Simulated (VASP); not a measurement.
Au, 3 atoms in the cell. The structure is hexagonal, space group P6/mmm (No. 191). The conventional cell has a = 4.752 Å, b = 4.752 Å, c = 2.814 Å, α = 90.00°, β = 90.00°, γ = 120.00°. Within 3.7 Å of Au (site symmetry 6/mmm) lie 14 Au at 2.81 to 3.08 Å. Au (site symmetry -6m2) has 11 Au at 2.74 to 3.08 Å within 3.6 Å. This isn't the form of Au at room conditions, which is fcc.

| Quantity | Value |
| --- | --- |
| Program | VASP 6.6.1 |
| Task | single point |
| Functional | PBE |
| Potentials or basis | VASP PAW PBE potentials, release 64 (Au) |
| Cutoff | 520 eV |
| k mesh | 12 × 12 × 16 |
| Occupations | gaussian, width 0.1 eV |
| Spin | no spin polarisation |
| Dipole correction | no |
| Further INCAR settings | ALGO = Fast; EDIFF = 1e-07; NBANDS = 24 |

Potentials or basis: VASP PAW PBE potentials, release 64 (Au).

Launch:

```sh
$ cat potpaw_PBE.64/Au/POTCAR > POTCAR
$ mpirun -np 1 vasp_std > vasp.out
```

Hardware: 1 thread of Intel Xeon 8259CL, on a shared host.

Problem. How long does it take, and how much memory?

Solution. Run time: 5.1 min on 1 thread of Intel Xeon 8259CL (shared host), peak memory 0.3 GiB. Counts: scf iterations 16, k points 171.
